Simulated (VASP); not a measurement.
Crystal: Ti.

```xyz
2
Lattice="2.9386 0.0000 0.0000 -1.4693 2.5449 0.0000 0.0000 0.0000 4.6504" Properties=species:S:1:pos:R:3 pbc="T T T"
Ti    0.0000    1.6966    1.1626
Ti    1.4693    0.8483    3.4878
```

| Quantity | Value |
| --- | --- |
| Program | VASP 6.6.1 |
| Task | relaxation of cell and atoms |
| Functional | LDA |
| Potentials or basis | VASP PAW LDA potentials, release 64 (Ti_sv) |
| Cutoff | 600 eV |
| k mesh | 18 × 18 × 10 |
| Occupations | gaussian, width 0.1 eV |
| Spin | no spin polarisation |

At the start: pressure -8.9 GPa; volume 17.39 Å³/atom.

Question: How do energy, volume and symmetry change on relaxing?

Answer: Over 17 steps the energy falls by 37.2 meV/atom and the volume is 16.08 Å³/atom (-7.5 %); space group P6_3/mmc (No. 194, to 0.1 Å) before and after.

The path:
```
step  energy change (eV)  largest force (eV/Å)  pressure (GPa)  volume (Å³)
   1              0.0000                0.0000           -8.85        34.78
   2             -0.0205                0.0000            8.97        30.16
   3             -0.0743                0.0000            0.28        32.21
   4             -0.0741                0.0000           -0.36        32.28
   5             -0.0742                0.0000           -0.45        32.27
   6             -0.0742                0.0000           -0.50        32.25
   7             -0.0742                0.0000           -0.43        32.25
   8             -0.0743                0.0000           -0.31        32.23
   9             -0.0743                0.0000           -0.18        32.19
  10             -0.0743                0.0000            0.00        32.12
  11             -0.0743                0.0000            0.16        32.12
  12             -0.0743                0.0000            0.14        32.13
  13             -0.0743                0.0000            0.10        32.16
  14             -0.0743                0.0000           -0.20        32.22
  15             -0.0743                0.0000           -0.19        32.18
  16             -0.0743                0.0000           -0.09        32.17
  17             -0.0743                0.0000           -0.01        32.16
```

Final structure:
```cif
data_structure
_symmetry_space_group_name_H-M 'P 1'
_symmetry_Int_Tables_number 1
_cell_length_a 2.8618
_cell_length_b 2.8618
_cell_length_c 4.5350
_cell_angle_alpha 90.000
_cell_angle_beta 90.000
_cell_angle_gamma 120.000
_cell_volume 32.16
loop_
_atom_site_label
_atom_site_type_symbol
_atom_site_fract_x
_atom_site_fract_y
_atom_site_fract_z
_atom_site_occupancy
Ti1 Ti 0.33333 0.66667 0.25000 1
Ti2 Ti 0.66667 0.33333 0.75000 1
```
